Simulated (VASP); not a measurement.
# SnO (P4/nmm) in VASP: a series of runs, part 2 of 2

VASP 6.6.1.

## (4) Single point, LDA (volume scaled by 1.06)

Contents of INCAR:

```
SYSTEM = SnO
  ALGO = Normal
  EDIFF = 1E-7
  ENCUT = 520
  ISIF = 2
  ISMEAR = -1
  LASPH = .TRUE.
  LCHARG = .FALSE.
  LREAL = .FALSE.
  LWAVE = .FALSE.
  NBANDS = 28
  NELM = 80
  PREC = Accurate
  SIGMA = 0.05
```

Contents of KPOINTS:

```
k-points
0
G
  7 7 6
  0 0 0
```

Contents of POSCAR:

```
SnO
1.0
    3.8884925471      0.0000000000      0.0000000000
    0.0000000000      3.8884925471      0.0000000000
    0.0000000000      0.0000000000      4.9827594627
Sn O
2 2
Direct
    0.5000000000      0.0000000000      0.7646261400
    0.0000000000      0.5000000000      0.2353738600
    0.0000000000      0.0000000000      0.0000000000
    0.5000000000      0.5000000000      0.0000000000
```

Potentials or basis: VASP PAW LDA potentials, release 64 (Sn_d, O).

The run is started by

```bash
$ cat potpaw_LDA.64/Sn_d/POTCAR potpaw_LDA.64/O/POTCAR > POTCAR
$ mpirun -np 1 vasp_std > vasp.out
```

OUTCAR:

```text
SYSTEM = SnO
   EDIFF = 1E-7
   ENCUT = 520
   ISIF = 2
   ISMEAR = -1
   LASPH = .TRUE.
   LREAL = .FALSE.
   NELM = 80
   PREC = Accurate

 ion  position               nearest neighbor table
   1  0.500  0.000  0.765-   3 2.27   4 2.27   4 2.27   3 2.27   2 3.61   2 3.61   2 3.61   2 3.61

   2  0.000  0.500  0.235-   3 2.27   4 2.27   3 2.27   4 2.27   1 3.61   1 3.61   1 3.61   1 3.61

   3  0.000  0.000  0.000-   1 2.27   2 2.27   2 2.27   1 2.27
   4  0.500  0.500  0.000-   1 2.27   2 2.27   1 2.27   2 2.27

  LATTYP: Found a simple tetragonal cell.
 ALAT       =     3.8884925471
 C/A-ratio  =     1.2814116016

  Lattice vectors:

 A1 = (   3.8884925471,   0.0000000000,   0.0000000000)
 A2 = (   0.0000000000,   3.8884925471,   0.0000000000)
 A3 = (   0.0000000000,   0.0000000000,   4.9827594627)

Analysis of symmetry for initial positions (statically):
=====================================================================
 Subroutine PRICEL returns:
 Original cell was already a primitive cell.

 Routine SETGRP: Setting up the symmetry group for a
 simple tetragonal supercell.

 Subroutine GETGRP returns: Found 16 space group operations
 (whereof  8 operations were pure point group operations)
 out of a pool of 16 trial point group operations.

The static configuration has the point symmetry D_2d.
 The point group associated with its full space group is D_4h.

Analysis of symmetry for dynamics (positions and initial velocities):
=====================================================================
 Subroutine PRICEL returns:
 Original cell was already a primitive cell.

 Routine SETGRP: Setting up the symmetry group for a
 simple tetragonal supercell.

 Subroutine GETGRP returns: Found 16 space group operations
 (whereof  8 operations were pure point group operations)
 out of a pool of 16 trial point group operations.
[... 116 lines left out ...]
   PSTRESS=    0.0 pullay stress
   NELECT =      40.0000    total number of electrons
   NUPDOWN=      -1.0000    fix difference up-down
   EMIN   =  10.00;   EMAX   =-10.00  energy-range for DOS
   EFERMI =   0.00;   METHOD = LEGACY
   ISMEAR =    -1;   SIGMA  =   0.05  broadening in eV -4-tet -1-fermi 0-gaus
   EFERMI_NEDOS =   21; number of points for ismear=-14 and -15
   IALGO  =     38    algorithm
   IMIX   =      4    mixing-type and parameters
     AMIX     =   0.40;   BMIX     =  1.00
     AMIX_MAG =   1.60;   BMIX_MAG =  1.00
  volume/ion in A,a.u.               =      18.84       127.11
  Fermi-wavevector in a.u.,A,eV,Ry     =   1.325615  2.505049 23.908900  1.757255
  Thomas-Fermi vector in A             =   2.455063
   LORBIT       =      0    0 simple, 1 ext, 2 COOP (PROOUT), +10 PAW based schemes
   GGA     = CA    functional components
   LHFCALC =     F    Hartree Fock is set to
   AEXX    =    0.0000 exact exchange contribution
   IVDW    =     0    specifies the selected vdW correction
   LEPSILON=     F    determine dielectric tensor
   LRPA    =     F    only Hartree local field effects (RPA)
 non-spin polarized calculation
  energy-cutoff  :      520.00
  volume of cell :       75.34
 maximum number of plane-waves:      2040
 NGX is ok and might be reduce to    30
   NGX = 15   NGY = 15   NGZ = 19

 number of electron      39.9999989 magnetization

 Free energy of the ion-electron system (eV)
  ---------------------------------------------------
  ext. energy  EPLUGINS =         0.00000000
  ---------------------------------------------------
  free energy    TOTEN  =       -25.55566721 eV

  energy without entropy =      -25.55561883  energy(sigma->0) =      -25.55564302

 E-fermi :   6.0871     XC(G=0): -10.3000

 val. band max:        5.7697775370   @ k =   0.0000   0.0000   0.0000
 cond. band min:       6.3895993129   @ k =   0.4286   0.4286   0.0000
 fundamental gap:      0.6198217759
 Fermi energy:         6.0870853729

 k-point     1 :       0.0000    0.0000    0.0000
  band No.  band energies     occupation
      1     -15.7116      2.00000
      2     -15.3960      2.00000
      3     -15.3960      2.00000
      4     -15.3948      2.00000
      5     -15.3608      2.00000
      6     -15.3519      2.00000
[... 733 lines left out ...]
     27      14.5592      0.00000
     28      15.3900      0.00000

 [... further k-points ...]
[... 5 lines left out ...]
  --------------------------------------------------------------------------------------
  -------------------------------------------------------------------------------------
  Total       -3.8014682     -3.8014682     -3.0375813      0.0000000      0.0000000      0.0000000
  in kB      -80.8405916    -80.8405916    -64.5960605      0.0000000      0.0000000      0.0000000
  external PRESSURE =     -75.4257479 kB  Pullay stress =       0.0000000 kB

 VOLUME and BASIS-vectors are now :
 -----------------------------------------------------------------------------
  energy-cutoff  :      520.00
  volume of cell :       75.34
      direct lattice vectors                 reciprocal lattice vectors
     3.888492547  0.000000000  0.000000000     0.257169067  0.000000000  0.000000000
     0.000000000  3.888492547  0.000000000     0.000000000  0.257169067  0.000000000
     0.000000000  0.000000000  4.982759463     0.000000000  0.000000000  0.200692008

 POSITION                                       TOTAL-FORCE (eV/Angst)
 -----------------------------------------------------------------------------------
      1.94425      0.00000      3.80995         0.000000     -0.000000      0.861520
      0.00000      1.94425      1.17281        -0.000000      0.000000     -0.861520
      0.00000      0.00000      0.00000        -0.000000     -0.000000     -0.000000
      1.94425      1.94425      0.00000         0.000000      0.000000     -0.000000
 -----------------------------------------------------------------------------------
    total drift:                                0.000000      0.000000      0.000000

  FREE ENERGIE OF THE ION-ELECTRON SYSTEM (eV)
  ---------------------------------------------------
  free  energy   TOTEN  =       -25.5556672139 eV

  energy  without entropy=      -25.5556188314  energy(sigma->0) =      -25.55564302
```

stdout:

```text
POSCAR found type information on POSCAR SnO
 POSCAR found :  2 types and       4 ions
 scaLAPACK will be used
 LDA part: xc-table for (Slater(with rela. corr.)+CA(PZ))
 , standard interpolation
 POSCAR, INCAR and KPOINTS ok, starting setup
 FFT: planning ... GRIDC
 FFT: planning ... GRID_SOFT
 FFT: planning ... GRID
 WAVECAR not read
 entering main loop
```

Wall time 32 s (1 thread of Intel Xeon 6975P-C (Granite Rapids), shared host); peak memory 0.2 GiB.

What came out:

- Free energy: -25.5557 eV
- Pressure: -7.5 GPa
- Largest force: 0.862 eV/Å
- Band gap on the k mesh: 0.62 eV, indirect (least direct gap 1.95 eV)

Forces on the atoms (eV/Å):
```
Sn   0.000  0.000  0.862
Sn   0.000  0.000 -0.862
O    0.000  0.000  0.000
O    0.000  0.000  0.000
```

Levels at points of the mesh, in eV from the valence-band top:
```csv
k point,band 16,band 17,band 18,band 19,band 20,band 21,band 22,band 23,band 24,band 25
"(0.00, 0.00, 0.00)",-5.64,-2.98,-2.70,-2.70,0.00,1.95,4.21,4.75,4.75,5.51
"(0.00, 0.00, 0.50)",-3.30,-3.04,-2.71,-2.71,-1.80,1.62,3.12,3.12,3.68,7.71
```

Caveat: the cell differs from its parent crystal (volume scaled by 1.06); spin-orbit coupling is left out, which moves the levels of the heavy elements. A k mesh can miss the band edges.

## (5) Single point, SVWN5

This run uses another cell than the first one, of 18.48 Å³/atom, 1.020 times its volume.

Contents of INCAR:

```
SYSTEM = SnO
ALGO = Normal ; EDIFF = 1E-6
ENCUT = 520 ; GGA = VW
ISIF = 2 ; ISMEAR = -1
LASPH = .TRUE. ; LCHARG = .FALSE.
LREAL = .FALSE. ; LWAVE = .FALSE.
NBANDS = 28 ; NELM = 80
PREC = Accurate ; SIGMA = 0.05
```

KPOINTS is that of step 4.

Contents of POSCAR:

```
SnO
1.0
    3.8638811754      0.0000000000      0.0000000000
    0.0000000000      3.8638811754      0.0000000000
    0.0000000000      0.0000000000      4.9512221655
Sn O
2 2
Direct
    0.5000000000      0.0000000000      0.7646261400
    0.0000000000      0.5000000000      0.2353738600
    0.0000000000      0.0000000000      0.0000000000
    0.5000000000      0.5000000000      0.0000000000
```

Potentials or basis: VASP PAW PBE potentials, release 64 (Sn_d, O).

The run is started by

```bash
$ cat potpaw_PBE.64/Sn_d/POTCAR potpaw_PBE.64/O/POTCAR > POTCAR
$ mpirun -np 1 vasp_std > vasp.out
```

OUTCAR:

```text
SYSTEM = SnO
   EDIFF = 1E-6
   ENCUT = 520
   GGA = VW
   ISIF = 2
   ISMEAR = -1
   LASPH = .TRUE.
   LREAL = .FALSE.
   NELM = 80
   PREC = Accurate

 ion  position               nearest neighbor table
   1  0.500  0.000  0.765-   3 2.26   4 2.26   4 2.26   3 2.26   2 3.59   2 3.59   2 3.59   2 3.59

   2  0.000  0.500  0.235-   3 2.26   4 2.26   3 2.26   4 2.26   1 3.59   1 3.59   1 3.59   1 3.59

   3  0.000  0.000  0.000-   1 2.26   2 2.26   2 2.26   1 2.26
   4  0.500  0.500  0.000-   1 2.26   2 2.26   1 2.26   2 2.26

  LATTYP: Found a simple tetragonal cell.
[... 946 lines left out ...]
  --------------------------------------------------------------------------------------
  -------------------------------------------------------------------------------------
  Total       -3.1245040     -3.1245040     -2.5179821      0.0000000     -0.0000000      0.0000000
  in kB      -67.7223043    -67.7223043    -54.5761991      0.0000000     -0.0000000      0.0000000
  external PRESSURE =     -63.3402693 kB  Pullay stress =       0.0000000 kB

 VOLUME and BASIS-vectors are now :
 -----------------------------------------------------------------------------
  energy-cutoff  :      520.00
  volume of cell :       73.92
      direct lattice vectors                 reciprocal lattice vectors
     3.863881175  0.000000000  0.000000000     0.258807131  0.000000000  0.000000000
     0.000000000  3.863881175  0.000000000     0.000000000  0.258807131  0.000000000
     0.000000000  0.000000000  4.951222165     0.000000000  0.000000000  0.201970335

 POSITION                                       TOTAL-FORCE (eV/Angst)
 -----------------------------------------------------------------------------------
      1.93194      0.00000      3.78583        -0.000000     -0.000000      0.659559
      0.00000      1.93194      1.16539         0.000000     -0.000000     -0.659559
      0.00000      0.00000      0.00000        -0.000000     -0.000000      0.000000
      1.93194      1.93194      0.00000         0.000000      0.000000      0.000000
 -----------------------------------------------------------------------------------
    total drift:                                0.000000      0.000000      0.000000

  FREE ENERGIE OF THE ION-ELECTRON SYSTEM (eV)
  ---------------------------------------------------
  free  energy   TOTEN  =       -25.6105479358 eV

  energy  without entropy=      -25.6104853817  energy(sigma->0) =      -25.61051666
```

Run time: 33 s. Hardware: 1 thread of Intel Xeon 6975P-C (Granite Rapids), shared host; peak memory 0.2 GiB.

What came out:

```
Free energy            : -25.6105 eV
Pressure               : -6.3 GPa
Largest force          : 0.660 eV/Å
Band gap on the k mesh : 0.59 eV, indirect (least direct gap 1.98 eV)
```

Forces on the atoms (eV/Å):
```
Sn   0.000  0.000  0.660
Sn   0.000  0.000 -0.660
O    0.000  0.000  0.000
O    0.000  0.000  0.000
```

Levels at points of the mesh, in eV from the valence-band top:
```csv
k point,band 18,band 19,band 20,band 21,band 22,band 23
"(0.00, 0.00, 0.00)",-2.79,-2.79,0.00,1.99,4.22,4.79
"(0.00, 0.00, 0.50)",-2.81,-2.81,-1.87,1.61,3.12,3.12
```

Caveat: the PAW data sets were made with another functional, which shifts forces and pressure a little; spin-orbit coupling is left out, which moves the levels of the heavy elements. A k mesh can miss the band edges.

## (6) Overview

| level | potentials or basis | cell | gap on the mesh (eV) | pressure (GPa) | largest force (eV/Å) |
| --- | --- | --- | --- | --- | --- |
| LDA | VASP PAW LDA potentials, release 64 (Sn_d, O) | a = 3.839, b = 3.839, c = 4.919 Å, 4 atoms | 0.50 | -4.7 | 0.39 |
| LDA | VASP PAW LDA potentials, release 64 (Sn_d, O) | a = 3.864, b = 3.864, c = 4.951 Å, 4 atoms | 0.56 | -6.2 | 0.64 |
| LDA | VASP PAW LDA potentials, release 64 (Sn_d, O) | a = 3.888, b = 3.888, c = 4.983 Å, 4 atoms | 0.62 | -7.5 | 0.86 |
| SVWN5 | VASP PAW PBE potentials, release 64 (Sn_d, O) | a = 3.864, b = 3.864, c = 4.951 Å, 4 atoms | 0.59 | -6.3 | 0.66 |

Alike in all rows: task single point; no spin polarisation; k mesh 7 × 7 × 6; cutoff (eV) 520; smearing fermi-dirac 0.05 eV.

Caveats: spin-orbit coupling is left out, which moves the levels of the heavy elements; the PAW data sets were made with another functional, which shifts forces and pressure a little (some runs).

Total energies depend on the potentials used, so only differences within one code and one set of settings carry meaning.
